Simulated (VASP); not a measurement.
# Sr (P-1) in VASP: single point with LDA

Aim: the single point of Sr with LDA.

All numbers are computed with VASP 6.6.1; they aren't measurements. Logs are shortened: lines on timing, memory, paths and dates and some standing lists are left out, and cuts for length are marked.

## (1) The cell of the first run

The typed cell holds 2 atoms: a = 4.303 Å, b = 4.275 Å, c = 7.067 Å, α = 89.61°, β = 91.91°, γ = 120.89°.

## (2) Single point, LDA

Input file INCAR:

```
SYSTEM = Sr
PREC = Accurate ; ENCUT = 520
EDIFF = 1E-7 ; ISMEAR = 0
SIGMA = 0.1 ; LREAL = .False.
LASPH = .True. ; NELM = 80
ALGO = Normal ; ISIF = 2
LWAVE = .False. ; LCHARG = .False.
NBANDS = 17
```

Input file KPOINTS:

```
Automatic mesh
0
Gamma
  6 6 2
  0 0 0
```

Input file POSCAR:

```
Sr
1.0
    4.3028064890     -0.0250979513     -0.0719820616
   -2.1731387079      3.6811758389      0.0141751503
   -0.1177432734     -0.0412053815      7.0660029788
Sr
2
Direct
    0.3333333333      0.6666666667      0.2500000000
    0.6666666667      0.3333333333      0.7500000000
```

Potentials or basis: VASP PAW LDA potentials, release 64 (Sr_sv).

Command:

```bash
$ cat potpaw_LDA.64/Sr_sv/POTCAR > POTCAR
$ mpirun -np 1 vasp_std > vasp.out
```

OUTCAR:

```text
SYSTEM = Sr
   PREC = Accurate
   ENCUT = 520
   EDIFF = 1E-7
   ISMEAR = 0
   LREAL = .False.
   LASPH = .True.
   NELM = 80
   ISIF = 2

 ion  position               nearest neighbor table
   1  0.333  0.667  0.250-   2 4.24   2 4.27   2 4.27   2 4.32   2 4.37   2 4.38
   2  0.667  0.333  0.750-   1 4.24   1 4.27   1 4.27   1 4.32   1 4.37   1 4.38

  LATTYP: Found a triclinic cell.
 ALAT       =    13.3413109781
 B/A-ratio  =     0.5499843486
 C/A-ratio  =     0.6293213814
 COS(alpha) =     0.0038545515
 COS(beta)  =     0.5453055037
 COS(gamma) =     0.8292821841

  Lattice vectors:

 A1 = (   2.2039401277,  11.0345369956,  -7.1674416511)
 A2 = (  -0.0434709268,   7.3372537265,  -0.0436317610)
 A3 = (   4.4205497624,   0.0161074302,  -7.1379850404)

Analysis of symmetry for initial positions (statically):
=====================================================================
 Subroutine PRICEL returns:
 Original cell was already a primitive cell.

 Routine SETGRP: Setting up the symmetry group for a
 triclinic supercell.

 Subroutine GETGRP returns: Found  2 space group operations
 (whereof  2 operations were pure point group operations)
 out of a pool of  2 trial point group operations.

The static configuration has the point symmetry S_2 .

Analysis of symmetry for dynamics (positions and initial velocities):
=====================================================================
 Subroutine PRICEL returns:
 Original cell was already a primitive cell.

 Routine SETGRP: Setting up the symmetry group for a
 triclinic supercell.

 Subroutine GETGRP returns: Found  2 space group operations
 (whereof  2 operations were pure point group operations)
 out of a pool of  2 trial point group operations.

The dynamic configuration has the point symmetry S_2 .

 Subroutine INISYM returns: Found  2 space group operations
 (whereof  2 operations are pure point group operations),
 and found     1 'primitive' translations

----------------------------------------------------------------------------------------

                                     Primitive cell

  volume of cell :     111.5007

  direct lattice vectors                    reciprocal lattice vectors
     4.302806489 -0.025097951 -0.071982062     0.233288119  0.137700826  0.004690363
    -2.173138708  3.681175839  0.014175150     0.001617104  0.272600745  0.001616617
    -0.117743273 -0.041205381  7.066002979     0.002373285  0.000855906  0.141567264

  length of vectors
     4.303481731  4.274785180  7.067104036     0.270937010  0.272610335  0.141589742

  position of ions in fractional coordinates (direct lattice)
     0.333333333  0.666666667  0.250000000
     0.666666667  0.333333333  0.750000000

  ion indices of the primitive-cell ions
   primitive index   ion index
                 1           1
                 2           2

----------------------------------------------------------------------------------------

 KPOINTS: Automatic mesh

Automatic generation of k-mesh.
 Grid dimensions read from file:
 generate k-points for:    6    6    2

 Generating k-lattice:

  Cartesian coordinates                     Fractional coordinates (reciprocal lattice)
     0.038881353  0.022950138  0.000781727     0.166666667 -0.000000000  0.000000000
     0.000269517  0.045433458  0.000269436    -0.000000000  0.166666667  0.000000000
     0.001186642  0.000427953  0.070783632     0.000000000 -0.000000000  0.500000000

  Length of vectors
     0.045156168  0.045435056  0.070794871

  Shift w.r.t. Gamma in fractional coordinates (k-lattice)
     0.000000000  0.000000000  0.000000000

 Subroutine IBZKPT returns following result:
 ===========================================

 Found     40 irreducible k-points:

 Following reciprocal coordinates:
            Coordinates               Weight
  0.000000  0.000000  0.000000      1.000000
  0.166667  0.000000 -0.000000      2.000000
  0.333333  0.000000 -0.000000      2.000000
  0.500000  0.000000 -0.000000      1.000000
  0.000000  0.166667 -0.000000      2.000000
  0.166667  0.166667 -0.000000      2.000000
[... 16 lines left out ...]
  0.333333 -0.000000  0.500000      2.000000
  0.500000  0.000000  0.500000      1.000000
 [... further k-points ...]
   k-points           NKPTS =     40   k-points in BZ     NKDIM =     40   number of bands    NBANDS=     17
   number of dos      NEDOS =    301   number of ions     NIONS =      2
   total plane-waves  NPLWV =  55296
   dimension x,y,z NGX =    32 NGY =   32 NGZ =   54
   dimension x,y,z NGXF=    64 NGYF=   64 NGZF=  108
   ions per type =               2
   NGX,Y,Z   is equivalent  to a cutoff of  12.36, 12.44, 12.70 a.u.
   NGXF,Y,Z  is equivalent  to a cutoff of  24.72, 24.89, 25.41 a.u.
 SYSTEM =  Sr
   PREC   = accura    normal or accurate (medium, high low for compatibility)
   ISTART =      0    job   : 0-new  1-cont  2-samecut
   ICHARG =      2    charge: 1-file 2-atom 10-const
   ISPIN  =      1    spin polarized calculation?
   LNONCOLLINEAR =      F non collinear calculations
   LSORBIT =      F    spin-orbit coupling
   LASPH  =      T    aspherical Exc in radial PAW
   ENCUT  =  520.0 eV  38.22 Ry    6.18 a.u.   8.00  7.95 13.14*2*pi/ulx,y,z
   NELM   =     80;   NELMIN=  2; NELMDL= -5     # of ELM steps
   EDIFF  = 0.1E-06   stopping-criterion for ELM
   LREAL  =      F    real-space projection
   EDIFFG = 0.1E-05   stopping-criterion for IOM
   NSW    =      0    number of steps for IOM
   IBRION =     -1    ionic relax: 0-MD 1-quasi-New 2-CG
   NFREE  =      0    steps in history (QN), initial steepest desc. (CG)
   ISIF   =      2    stress and relaxation
   ISYM   =      2    0-nonsym 1-usesym 2-fastsym
   POTIM  = 0.5000    time-step for ionic-motion
   TEBEG  =    0.0;   TEEND  =   0.0 temperature during run
   PSTRESS=    0.0 pullay stress
   NELECT =      20.0000    total number of electrons
   NUPDOWN=      -1.0000    fix difference up-down
   EMIN   =  10.00;   EMAX   =-10.00  energy-range for DOS
   EFERMI =   0.00;   METHOD = LEGACY
   ISMEAR =     0;   SIGMA  =   0.10  broadening in eV -4-tet -1-fermi 0-gaus
   EFERMI_NEDOS =   21; number of points for ismear=-14 and -15
   IALGO  =     38    algorithm
   IMIX   =      4    mixing-type and parameters
     AMIX     =   0.40;   BMIX     =  1.00
     AMIX_MAG =   1.60;   BMIX_MAG =  1.00
  volume/ion in A,a.u.               =      55.75       376.22
  Fermi-wavevector in a.u.,A,eV,Ry     =   0.923263  1.744715 11.597816  0.852415
  Thomas-Fermi vector in A             =   2.048881
   LORBIT       =      0    0 simple, 1 ext, 2 COOP (PROOUT), +10 PAW based schemes
   GGA     = CA    functional components
   LHFCALC =     F    Hartree Fock is set to
   AEXX    =    0.0000 exact exchange contribution
   IVDW    =     0    specifies the selected vdW correction
   LEPSILON=     F    determine dielectric tensor
   LRPA    =     F    only Hartree local field effects (RPA)
 non-spin polarized calculation
 Gauss-broadening in eV      SIGMA  =   0.10
  energy-cutoff  :      520.00
  volume of cell :      111.50
 maximum number of plane-waves:      3020
   NGX = 15   NGY = 15   NGZ = 27

 number of electron      20.0000001 magnetization

 Free energy of the ion-electron system (eV)
  ---------------------------------------------------
  ext. energy  EPLUGINS =         0.00000000
  ---------------------------------------------------
  free energy    TOTEN  =        -3.63917402 eV

  energy without entropy =       -3.60537952  energy(sigma->0) =       -3.62227677

 E-fermi :   1.3949     XC(G=0):  -7.5120

 val. band max:        1.3761054295   @ k =   0.3333   0.1667  -0.0000
 cond. band min:       1.3974621177   @ k =  -0.1667   0.3333   0.0000
 fundamental gap:      0.0213566882
 Fermi energy:         1.3948511200

 k-point     1 :       0.0000    0.0000    0.0000
  band No.  band energies     occupation
      1     -35.0937      2.00000
      2     -35.0808      2.00000
      3     -17.2732      2.00000
      4     -17.1028      2.00000
      5     -17.0997      2.00000
      6     -17.0861      2.00000
[... 9 lines left out ...]
     16       4.0603      0.00000
     17       4.5413      0.00000

 k-point     2 :       0.1667    0.0000   -0.0000
  band No.  band energies     occupation
      1     -35.0905      2.00000
      2     -35.0792      2.00000
      3     -17.2569      2.00000
      4     -17.1391      2.00000
      5     -17.1162      2.00000
      6     -17.1138      2.00000
[... 9 lines left out ...]
     16       4.0514      0.00000
     17       4.1598      0.00000

 k-point     3 :       0.3333    0.0000   -0.0000
  band No.  band energies     occupation
      1     -35.0837      2.00000
      2     -35.0764      2.00000
      3     -17.2233      2.00000
      4     -17.2113      2.00000
      5     -17.1919      2.00000
      6     -17.1360      2.00000
[... 9 lines left out ...]
     16       4.7118      0.00000
     17       4.9687      0.00000

 k-point     4 :       0.5000    0.0000   -0.0000
  band No.  band energies     occupation
      1     -35.0796      2.00000
      2     -35.0756      2.00000
      3     -17.2570      2.00000
      4     -17.2286      2.00000
      5     -17.1879      2.00000
      6     -17.1467      2.00000
[... 9 lines left out ...]
     16       5.5034      0.00000
     17       6.1128      0.00000
[... 343 lines left out ...]
      1     -35.0853      2.00000
      2     -35.0844      2.00000
      3     -17.1954      2.00000
      4     -17.1777      2.00000
      5     -17.1197      2.00000
      6     -17.1129      2.00000
[... 9 lines left out ...]
     16       3.8683      0.00000
     17       5.2331      0.00000

 k-point    23 :       0.3333   -0.0000    0.5000
  band No.  band energies     occupation
      1     -35.0809      2.00000
      2     -35.0792      2.00000
      3     -17.2397      2.00000
      4     -17.2257      2.00000
      5     -17.1390      2.00000
      6     -17.1327      2.00000
[... 9 lines left out ...]
     16       4.2794      0.00000
     17       5.2165      0.00000

 k-point    24 :       0.5000    0.0000    0.5000
  band No.  band energies     occupation
      1     -35.0786      2.00000
      2     -35.0766      2.00000
      3     -17.2707      2.00000
      4     -17.2605      2.00000
      5     -17.1417      2.00000
      6     -17.1288      2.00000
[... 9 lines left out ...]
     16       4.2967      0.00000
     17       5.5487      0.00000

 [... further k-points ...]

------------------------ aborting loop because EDIFF is reached ----------------------------------------

  FORCE on cell =-STRESS in cart. coord.  units (eV):
  Direction    XX          YY          ZZ          XY          YZ          ZX
  --------------------------------------------------------------------------------------
  -------------------------------------------------------------------------------------
  Total       -1.0202934     -0.8918842     -0.9637026      0.0411533      0.0099424      0.0522000
  in kB      -14.6608157    -12.8156760    -13.8476502      0.5913401      0.1428648      0.7500732
  external PRESSURE =     -13.7747140 kB  Pullay stress =       0.0000000 kB

 VOLUME and BASIS-vectors are now :
 -----------------------------------------------------------------------------
  energy-cutoff  :      520.00
  volume of cell :      111.50
      direct lattice vectors                 reciprocal lattice vectors
     4.302806489 -0.025097951 -0.071982062     0.233288119  0.137700826  0.004690363
    -2.173138708  3.681175839  0.014175150     0.001617104  0.272600745  0.001616617
    -0.117743273 -0.041205381  7.066002979     0.002373285  0.000855906  0.141567264

 POSITION                                       TOTAL-FORCE (eV/Angst)
 -----------------------------------------------------------------------------------
     -0.04393      2.43545      1.75196         0.009953     -0.009676      0.001056
      2.05585      1.17942      5.25624        -0.009953      0.009676     -0.001056
 -----------------------------------------------------------------------------------
    total drift:                               -0.000000      0.000000      0.000000

  FREE ENERGIE OF THE ION-ELECTRON SYSTEM (eV)
  ---------------------------------------------------
  free  energy   TOTEN  =        -3.6391740179 eV

  energy  without entropy=       -3.6053795215  energy(sigma->0) =       -3.62227677
```

Wall time 83 s (1 thread of Intel Xeon 8259CL, shared host); peak memory 0.22 GiB.

Results:

| Quantity | Value |
| --- | --- |
| Free energy | -3.6392 eV |
| Pressure | -1.4 GPa |
| Largest force | 0.014 eV/Å |
| Band gap on the k mesh | zero (bands 10 and 11 overlap by 0.20 eV) |

Forces in eV/Å, atoms in the order of the input:
```
Sr   0.010 -0.010  0.001
Sr  -0.010  0.010 -0.001
```

Caveat: the k points lie up to 0.44 Å⁻¹ apart.
